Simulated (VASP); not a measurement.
SnSe, 4 atoms in the cell. The cell holds a slab with vacuum, 4 atoms: a = 4.285 Å, b = 4.285 Å, c = 10.991 Å, α = 90.00°, β = 90.00°, γ = 90.00°. 

```yaml
Program: VASP 6.6.1
Task: vibrations by perturbation theory
Functional: LDA
Potentials_or_basis: VASP PAW LDA potentials, release 64 (Sn_d, Se)
Cutoff: 500 eV
k_mesh: 4 × 4 × 2
Occupations: gaussian, width 0.01 eV
Spin: no spin polarisation
Dipole_correction: no
Further_INCAR_settings: ALGO = Normal; EDIFF = 1e-08; IBRION = 8; NSW = 1
```

Potentials or basis: VASP PAW LDA potentials, release 64 (Sn_d, Se).

Run with:

```bash
$ cat potpaw_LDA.64/Sn_d/POTCAR potpaw_LDA.64/Se/POTCAR > POTCAR
$ mpirun -np 1 vasp_std > vasp.out
```

Hardware: 1 thread of Oxide Virtual Turin-like Processor, with other jobs on the host.

Task: Estimate the wall time of this run.

Result: Wall time 7.6 min on 1 thread of Oxide Virtual Turin-like Processor, with other jobs on the host, peak memory 0.43 GiB. Counts: scf iterations 96, k points 12.
